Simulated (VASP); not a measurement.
# Li (C2/c) in VASP: further runs, part 2 of 2

VASP 6.6.1. The steps go on from the part before.

### Step 3. Single point, PBEsol (18.61 Å³/atom)

This run uses another cell than the first one, of 18.61 Å³/atom.

Contents of INCAR:

```
SYSTEM = Li
  PREC = Accurate
  ENCUT = 520
  EDIFF = 1E-6
  ISMEAR = -1
  SIGMA = 0.1
  LREAL = .FALSE.
  LASPH = .TRUE.
  NELM = 80
  ALGO = Normal
  ISIF = 2
  LWAVE = .FALSE.
  LCHARG = .FALSE.
  GGA = PS
  NBANDS = 10
```

Contents of KPOINTS:

```
regular mesh
0
G
  15 15 7
  0 0 0
```

Contents of POSCAR:

```
Li
1.0
   -1.9913583470      1.6386323242      1.4771092705
    1.6386323242     -1.9913583470      1.4771092705
    3.7235889315      3.7235889315     -2.1231276272
Li
2
Direct
    0.9556141267      0.0443858733      0.0000000000
    0.7943858733      0.2056141267      0.5000000000
```

Potentials or basis: VASP PAW PBE potentials, release 64 (Li_sv).

Run with:

```
$ cat potpaw_PBE.64/Li_sv/POTCAR > POTCAR
$ mpirun -np 1 vasp_std > vasp.out
```

It took 53 s on 1 thread of Intel Xeon 8259CL, shared host; peak memory 0.24 GiB.

It converged, with:

| Quantity | Value |
| --- | --- |
| Free energy | -3.9356 eV |
| Band gap on the k mesh | zero (bands 3 and 4 overlap by 4.64 eV) |

Levels at points of the mesh, in eV from the Fermi level:
```csv
k point,band 1,band 2,band 3,band 4,band 5,band 6
"(0.00, 0.00, 0.00)",-45.76,-45.73,-3.65,-0.01,3.28,13.05
```

Caveat: the cutoff is under 1.25 times the usual one of these potentials, so pressure, stress and relaxed cells hold a basis-set (Pulay) error; the PAW data sets were made with another functional, which shifts forces and pressure a little.

### Step 4. Single point, PBEsol (19.42 Å³/atom)

This run uses another cell than the first one, of 19.42 Å³/atom.

Contents of INCAR:

```
SYSTEM = Li
PREC = Accurate
ENCUT = 520
EDIFF = 1E-7
ISMEAR = -1
SIGMA = 0.1
LREAL = .FALSE.
LASPH = .TRUE.
NELM = 100
ALGO = Normal
ISIF = 2
LWAVE = .FALSE.
LCHARG = .FALSE.
GGA = PS
NBANDS = 10
```

Contents of KPOINTS:

```
Automatic mesh
0
G
  15 15 7
  0 0 0
```

Contents of POSCAR:

```
Li
1.0
   -2.0198101673      1.6620445206      1.4982136829
    1.6620445206     -2.0198101673      1.4982136829
    3.7767902469      3.7767902469     -2.1534621202
Li
2
Direct
    0.9556141267      0.0443858733      0.0000000000
    0.7943858733      0.2056141267      0.5000000000
```

Potentials or basis: VASP PAW PBE potentials, release 64 (Li_sv).

Run with:

```
$ cat potpaw_PBE.64/Li_sv/POTCAR > POTCAR
$ mpirun -np 1 vasp_std > vasp.out
```

OUTCAR:

```text
SYSTEM = Li
   PREC = Accurate
   ENCUT = 520
   EDIFF = 1E-7
   ISMEAR = -1
   LREAL = .FALSE.
   LASPH = .TRUE.
   NELM = 100
   ISIF = 2
   GGA = PS

 ion  position               nearest neighbor table
   1  0.956  0.044  0.000-
   2  0.794  0.206  0.500-

  Warning from LATTYP: Got some problem with cell dimensions!
  Tried to take original basis but could not verify dimensions!
  LATTYP: Found a base centered monoclinic cell.
 ALAT       =     3.0388434436
[... 505 lines left out ...]

------------------------ aborting loop because EDIFF is reached ----------------------------------------

  FORCE on cell =-STRESS in cart. coord.  units (eV):
  Direction    XX          YY          ZZ          XY          YZ          ZX
  --------------------------------------------------------------------------------------
  -------------------------------------------------------------------------------------
  Total        0.1379881      0.1379881      0.0980535      0.0267135      0.0012334      0.0012334
  in kB        5.6935028      5.6935028      4.0457669      1.1022228      0.0508899      0.0508898
  external PRESSURE =       5.1442575 kB  Pullay stress =       0.0000000 kB

 VOLUME and BASIS-vectors are now :
 -----------------------------------------------------------------------------
  energy-cutoff  :      520.00
  volume of cell :       38.83
      direct lattice vectors                 reciprocal lattice vectors
    -2.019810167  1.662044521  1.498213683    -0.033706884  0.237895362  0.358110340
     1.662044521 -2.019810167  1.498213683     0.237895362 -0.033706884  0.358110340
     3.776790247  3.776790247 -2.153462120     0.142058673  0.142058673  0.033922873

 POSITION                                       TOTAL-FORCE (eV/Angst)
 -----------------------------------------------------------------------------------
     -1.85639      1.49862      1.49821        -0.000685      0.000685     -0.000000
      0.62563      2.79340      0.42148         0.000685     -0.000685      0.000000
 -----------------------------------------------------------------------------------
    total drift:                                0.000000     -0.000000      0.000000

  FREE ENERGIE OF THE ION-ELECTRON SYSTEM (eV)
  ---------------------------------------------------
  free  energy   TOTEN  =        -3.9457690324 eV

  energy  without entropy=       -3.9127592597  energy(sigma->0) =       -3.92926415
```

OSZICAR:

```text
N       E                     dE             d eps       ncg     rms          rms(c)
DAV:   1     0.127514040458E+02    0.12751E+02   -0.24070E+03  8496   0.542E+02
DAV:   2    -0.196964335074E+01   -0.14721E+02   -0.14324E+02 10900   0.997E+01
DAV:   3    -0.391181680425E+01   -0.19422E+01   -0.19274E+01 13814   0.274E+01
DAV:   4    -0.394993105920E+01   -0.38114E-01   -0.38034E-01 11082   0.404E+00
DAV:   5    -0.395027699699E+01   -0.34594E-03   -0.34588E-03 11392   0.389E-01    0.449E-01
DAV:   6    -0.394704415554E+01    0.32328E-02   -0.13474E-03 13252   0.188E-01    0.250E-01
DAV:   7    -0.394571665399E+01    0.13275E-02   -0.29821E-03 12000   0.298E-01    0.393E-02
DAV:   8    -0.394577002195E+01   -0.53368E-04   -0.52397E-04 10978   0.146E-01    0.102E-02
DAV:   9    -0.394576933293E+01    0.68902E-06   -0.48200E-06 11790   0.165E-02    0.119E-03
DAV:  10    -0.394576914570E+01    0.18724E-06   -0.31067E-07 10008   0.509E-03    0.975E-04
DAV:  11    -0.394576904250E+01    0.10319E-06   -0.22509E-08  6654   0.155E-03    0.217E-04
DAV:  12    -0.394576903240E+01    0.10102E-07   -0.44886E-09  5038   0.668E-04
   1 F= -.39457690E+01 E0= -.39292641E+01  d E =-.330098E-01
```

stdout:

```text
POSCAR found type information on POSCAR Li
 POSCAR found :  1 types and       2 ions
 scaLAPACK will be used
 -----------------------------------------------------------------------------
|                                                                             |
|                                                                             |
|     You enforced a specific xc type in the INCAR file but a different       |
|     I HOPE YOU KNOW WHAT YOU ARE DOING!                                     |
|                                                                             |
 -----------------------------------------------------------------------------

 LDA part: xc-table for (Slater+PW92), standard interpolation
 POSCAR, INCAR and KPOINTS ok, starting setup
 FFT: planning ... GRIDC
 FFT: planning ... GRID_SOFT
 FFT: planning ... GRID
 WAVECAR not read
 entering main loop
```

Wall time 68 s (1 thread of Intel Xeon 8259CL, shared host); peak memory 0.25 GiB.

What came out:

```
Free energy            : -3.9458 eV
Band gap on the k mesh : zero (bands 3 and 4 overlap by 4.56 eV)
```

Levels at points of the mesh, in eV from the Fermi level:
```csv
k point,band 1,band 2,band 3,band 4,band 5,band 6,band 7
"(0.00, 0.00, 0.00)",-45.83,-45.81,-3.60,0.01,3.13,12.67,12.90
```

Caveat: the cutoff is under 1.25 times the usual one of these potentials, so pressure, stress and relaxed cells hold a basis-set (Pulay) error; the PAW data sets were made with another functional, which shifts forces and pressure a little.

### Step 5. Overview

```tsv
cell	gap on the mesh (eV)
a = 2.928, b = 2.928, c = 5.594 Å, angles 105.3, 105.3, 119.5°, 2 atoms	none
a = 2.972, b = 2.972, c = 5.678 Å, angles 105.3, 105.3, 119.5°, 2 atoms	none
a = 3.014, b = 3.014, c = 5.759 Å, angles 105.3, 105.3, 119.5°, 2 atoms	none
```

Alike in all rows: task single point; level PBEsol; potentials or basis VASP PAW PBE potentials, release 64 (Li_sv); no spin polarisation; k mesh 15 × 15 × 7; cutoff (eV) 520; smearing fermi-dirac 0.1 eV.

Caveats: the cutoff is under 1.25 times the usual one of these potentials, so pressure, stress and relaxed cells hold a basis-set (Pulay) error; the PAW data sets were made with another functional, which shifts forces and pressure a little.

Total energies depend on the potentials used, so only differences within one code and one set of settings carry meaning.
